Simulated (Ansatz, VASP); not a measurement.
**One calculation of P2C2O, two programs**

```xyz
5
Lattice="-1.9104 1.9104 2.9989 1.9104 -1.9104 2.9989 1.9104 1.9104 -2.9989" Properties=species:S:1:pos:R:3 pbc="T T T"
P     0.0000    0.0000    4.2612
P     0.0000    0.0000    1.7366
C     0.0000    1.9104    1.4995
C     1.9104    0.0000    1.4995
O     0.0000    0.0000    0.0000
```

Alike in both runs: task single point; functional PBE; dispersion D3(BJ); k mesh 14 × 14 × 14; occupations gaussian, width 0.1 eV; no spin polarisation.

|  | VASP | Ansatz |
| --- | --- | --- |
| version | VASP 6.6.1 | Ansatz 0.2.0 |
| potentials or method | VASP PAW PBE potentials, release 64 (P, C, O), cutoff 520 eV | scalar-relativistic, plane waves, PAW |
| valence electrons in the cell | 24 | 24 |

Ansatz gave:

```
gap on the k mesh at the Fermi level (eV)                     : none
pressure (GPa)                                                : 0.0
traceless stress, the component that is largest in VASP (GPa) : -0.01
rms of the force components (eV/Å)                            : 0.000
```

Task: What did VASP give for the same quantities?

Result: gap on the k mesh at the Fermi level (eV): none; pressure (GPa): -0.6; traceless stress, the component that is largest in VASP (GPa): -0.11; rms of the force components (eV/Å): 0.015.

Atom by atom the forces differ by 0.015 eV/Å (rms over components). A gap of «none» marks a metal or a gap that the smearing closes.
